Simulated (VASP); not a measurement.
# Ir (I4/mmm) in VASP: a series of runs, part 4 of 4

VASP 6.6.1.

## Step 6: Single point, PBEsol (biaxial strain in the a-b plane: -1.0 %, then relaxed in part)

File INCAR:

```
SYSTEM = Ir
PREC = Accurate
ENCUT = 520
EDIFF = 1E-7
ISMEAR = 0
SIGMA = 0.1
LREAL = .FALSE.
LASPH = .TRUE.
NELM = 80
ALGO = Fast
ISIF = 2
LWAVE = .FALSE.
LCHARG = .FALSE.
GGA = PS
NBANDS = 16
```

File KPOINTS:

```
Automatic mesh
0
G
  20 20 14
  0 0 0
```

File POSCAR:

```
Ir
1.0
    1.8959206462      1.8959206462      0.0000000000
   -1.8959206462      1.8959206462      0.0000000000
    0.0000000000      0.0000000000      3.8611263046
Ir
2
Direct
    0.0000000000      0.0000000000      0.0000000000
    0.5000000000      0.5000000000      0.5000000000
```

Potentials or basis: VASP PAW PBE potentials, release 64 (Ir).

Run with:

```sh
$ cat potpaw_PBE.64/Ir/POTCAR > POTCAR
$ mpirun -np 1 vasp_std > vasp.out
```

OUTCAR:

```text
SYSTEM = Ir
   PREC = Accurate
   ENCUT = 520
   EDIFF = 1E-7
   ISMEAR = 0
   LREAL = .FALSE.
   LASPH = .TRUE.
   NELM = 80
   ISIF = 2
   GGA = PS

 ion  position               nearest neighbor table
   1  0.000  0.000  0.000-   2 2.71   2 2.71   2 2.71   2 2.71   2 2.71   2 2.71   2 2.71   2 2.71

   2  0.500  0.500  0.500-   1 2.71   1 2.71   1 2.71   1 2.71   1 2.71   1 2.71   1 2.71   1 2.71

  LATTYP: Found a simple tetragonal cell.
 ALAT       =     2.6812366910
 C/A-ratio  =     1.4400542546

  Lattice vectors:

[... 666 lines left out ...]

  FORCE on cell =-STRESS in cart. coord.  units (eV):
  Direction    XX          YY          ZZ          XY          YZ          ZX
  --------------------------------------------------------------------------------------
  -------------------------------------------------------------------------------------
  Total        1.4671363      1.4671363      0.1906353      0.0000000     -0.0000000      0.0000000
  in kB       84.6830937     84.6830937     11.0034661      0.0000000     -0.0000000      0.0000000
  external PRESSURE =      60.1232178 kB  Pullay stress =       0.0000000 kB

 VOLUME and BASIS-vectors are now :
 -----------------------------------------------------------------------------
  energy-cutoff  :      520.00
  volume of cell :       27.76
      direct lattice vectors                 reciprocal lattice vectors
     1.895920646  1.895920646  0.000000000     0.263724118  0.263724118  0.000000000
    -1.895920646  1.895920646  0.000000000    -0.263724118  0.263724118  0.000000000
     0.000000000  0.000000000  3.861126305     0.000000000  0.000000000  0.258991787

 POSITION                                       TOTAL-FORCE (eV/Angst)
 -----------------------------------------------------------------------------------
      0.00000      0.00000      0.00000         0.000000     -0.000000     -0.000000
      0.00000      1.89592      1.93056        -0.000000      0.000000      0.000000
 -----------------------------------------------------------------------------------
    total drift:                               -0.000000      0.000000      0.000000

  FREE ENERGIE OF THE ION-ELECTRON SYSTEM (eV)
  ---------------------------------------------------
  free  energy   TOTEN  =       -19.6306872664 eV

  energy  without entropy=      -19.6224671691  energy(sigma->0) =      -19.62657722
```

OSZICAR:

```text
N       E                     dE             d eps       ncg     rms          rms(c)
DAV:   1     0.145239865485E+03    0.14524E+03   -0.83173E+03 16976   0.112E+03
DAV:   2    -0.170863287625E+02   -0.16233E+03   -0.14656E+03 16904   0.311E+02
DAV:   3    -0.208365610165E+02   -0.37502E+01   -0.37081E+01 23200   0.569E+01
DAV:   4    -0.208790493419E+02   -0.42488E-01   -0.42476E-01 19408   0.511E+00
DAV:   5    -0.208802143882E+02   -0.11650E-02   -0.11650E-02 23224   0.878E-01    0.235E+01
RMM:   6    -0.198309212775E+02    0.10493E+01   -0.11053E+00 17091   0.114E+01    0.910E+00
RMM:   7    -0.196376484044E+02    0.19327E+00   -0.59996E-01 17802   0.586E+00    0.207E+00
RMM:   8    -0.196402367999E+02   -0.25884E-02   -0.75323E-02 19424   0.291E+00    0.187E+00
RMM:   9    -0.196384954676E+02    0.17413E-02   -0.17150E-02 20140   0.948E-01    0.105E+00
RMM:  10    -0.196304150181E+02    0.80804E-02   -0.17500E-02 17770   0.177E+00    0.722E-01
RMM:  11    -0.196307847757E+02   -0.36976E-03   -0.10859E-03 18974   0.332E-01    0.531E-01
RMM:  12    -0.196307860715E+02   -0.12959E-05   -0.28013E-04 20832   0.115E-01    0.419E-01
RMM:  13    -0.196307731214E+02    0.12950E-04   -0.36083E-05 19480   0.377E-02    0.385E-01
RMM:  14    -0.196306904431E+02    0.82678E-04   -0.25201E-04 25805   0.162E-01    0.722E-02
RMM:  15    -0.196306867756E+02    0.36675E-05   -0.18143E-05 20344   0.419E-02    0.465E-03
RMM:  16    -0.196306870178E+02   -0.24226E-06   -0.28505E-06 19824   0.142E-02    0.616E-03
RMM:  17    -0.196306872322E+02   -0.21439E-06   -0.39267E-07 15016   0.458E-03    0.851E-03
RMM:  18    -0.196306872664E+02   -0.34178E-07   -0.20286E-07 12504   0.404E-03
   1 F= -.19630687E+02 E0= -.19626577E+02  d E =-.822010E-02
```

stdout:

```text
POSCAR found type information on POSCAR Ir
 POSCAR found :  1 types and       2 ions
 scaLAPACK will be used
 -----------------------------------------------------------------------------
|                                                                             |
|                                                                             |
|     You enforced a specific xc type in the INCAR file but a different       |
|     I HOPE YOU KNOW WHAT YOU ARE DOING!                                     |
|                                                                             |
 -----------------------------------------------------------------------------

 LDA part: xc-table for (Slater+PW92), standard interpolation
 POSCAR, INCAR and KPOINTS ok, starting setup
 FFT: planning ... GRIDC
 FFT: planning ... GRID_SOFT
 FFT: planning ... GRID
 WAVECAR not read
 entering main loop
```

Wall time 95 s (1 thread of Intel Xeon 6975P-C (Granite Rapids), shared host); peak memory 0.3 GiB.

What came out:

- Free energy: -19.6307 eV
- Pressure: 6.0 GPa
- Band gap on the k mesh: zero (bands 9 and 10 overlap by 3.56 eV)

Levels at points of the mesh, in eV from the Fermi level:
| k point | band 7 | band 8 | band 9 | band 10 | band 11 | band 12 |
| --- | --- | --- | --- | --- | --- | --- |
| (0.00, 0.00, 0.00) | -1.36 | -1.03 | 0.96 | 1.41 | 1.54 | 1.54 |
| (0.50, 0.00, 0.00) | -2.44 | -2.44 | -1.33 | -1.33 | 3.11 | 3.11 |
| (0.50, 0.50, 0.00) | 1.44 | 1.44 | 1.69 | 1.69 | 1.80 | 1.80 |
| (0.00, 0.00, 0.50) | -1.86 | -1.86 | -1.86 | -1.86 | -0.10 | -0.10 |
| (0.50, 0.00, 0.50) | -0.84 | -0.84 | 0.89 | 0.89 | 1.03 | 1.03 |
| (0.50, 0.50, 0.50) | -1.89 | -1.89 | 1.69 | 1.69 | 8.59 | 8.59 |

Caveat: the cell differs from its parent crystal (biaxial strain in the a-b plane: -1.0 %, then relaxed in part); the stress differs along the axes, from 1 to 8 GPa; the PAW data sets were made with another functional, which shifts forces and pressure a little; spin-orbit coupling is left out, which moves the levels of the heavy elements.

## Step 7: The runs side by side

```tsv
cell	further INCAR settings	gap on the mesh (eV)	pressure (GPa)
a = 2.627, b = 2.627, c = 3.926 Å, 2 atoms	ALGO = Fast; EDIFF = 1e-06; NBANDS = 16	none	17.5
a = 2.654, b = 2.654, c = 3.876 Å, 2 atoms	ALGO = Fast; EDIFF = 1e-06; NBANDS = 16	none	13.4
a = 2.654, b = 2.654, c = 3.893 Å, 2 atoms	ALGO = Fast; EDIFF = 1e-07; NBANDS = 16	none	11.5
a = 2.681, b = 2.681, c = 3.853 Å, 2 atoms	ALGO = Fast; EDIFF = 1e-07; NBANDS = 16	none	6.9
a = 2.681, b = 2.681, c = 3.861 Å, 2 atoms	ALGO = Fast; EDIFF = 1e-07; NBANDS = 16	none	6.0
```

Alike in all rows: task single point; level PBEsol; potentials or basis VASP PAW PBE potentials, release 64 (Ir); no spin polarisation; k mesh 20 × 20 × 14; cutoff (eV) 520; smearing gaussian 0.1 eV.

Caveats: the PAW data sets were made with another functional, which shifts forces and pressure a little; spin-orbit coupling is left out, which moves the levels of the heavy elements; the stress differs along the axes, from 1 to 26 GPa (at least some runs); the stress differs along the axes, from 4 to 18 GPa (at least some runs); the stress differs along the axes, from 1 to 17 GPa (at least some runs); the stress differs along the axes, from 3 to 9 GPa (at least some runs); the stress differs along the axes, from 1 to 8 GPa (at least some runs).

Absolute energies hang on the potentials; compare differences alone.
